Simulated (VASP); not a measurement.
Write the native input for VASP 6.6.1 that does the following.

```yaml
Task: single point
Functional: PBE
Potentials_or_basis: VASP PAW PBE potentials, release 64 (V_sv)
Cutoff: 520 eV
k_mesh: 8 × 8 × 8
Occupations: gaussian, width 0.1 eV
Spin: collinear spin, ferromagnetic start
Starting_moments: "[2.0, 2.0] μB"
Dipole_correction: no
Further_INCAR_settings: ALGO = Normal; EDIFF = 1e-06; NBANDS = 24
```

The structure of V lies in POSCAR:

```
V
1.0
    3.0273000000      0.0000000000      0.0000000000
    0.0000000000      3.0273000000      0.0000000000
    0.0000000000      0.0000000000      3.0273000000
V
2
Direct
    0.0000000000      0.0000000000      0.0000000000
    0.5000000000      0.5000000000      0.5000000000
```

These files were run (other wordings do the same):

INCAR

```
SYSTEM = V
  ALGO = Normal
  EDIFF = 1E-6
  ENCUT = 520
  GGA = PE
  ISIF = 2
  ISMEAR = 0
  ISPIN = 2
  LASPH = .TRUE.
  LCHARG = .FALSE.
  LMAXMIX = 4
  LORBIT = 11
  LREAL = .FALSE.
  LWAVE = .FALSE.
  MAGMOM = 2 2
  NBANDS = 24
  NELM = 150
  PREC = Accurate
  SIGMA = 0.1
```

KPOINTS

```
k-points
0
G
  8 8 8
  0 0 0
```

Potentials or basis: VASP PAW PBE potentials, release 64 (V_sv).

Launch:

```bash
$ cat potpaw_PBE.64/V_sv/POTCAR > POTCAR
$ mpirun -np 1 vasp_std > vasp.out
```

It gave:

```json
{"Pressure": "-5.0 GPa", "Band gap on the k mesh": "zero (filled and empty bands overlap)", "Net moment": "0.00 μB per cell", "Valence electrons inside the program's atomic spheres": "V 11.60"}
```

Caveat: the cell stands under tension; the moments typed at the start vanished in this run.

Wall time 47 s on 1 thread of Intel Xeon 8259CL (shared host), peak memory 0.16 GiB.
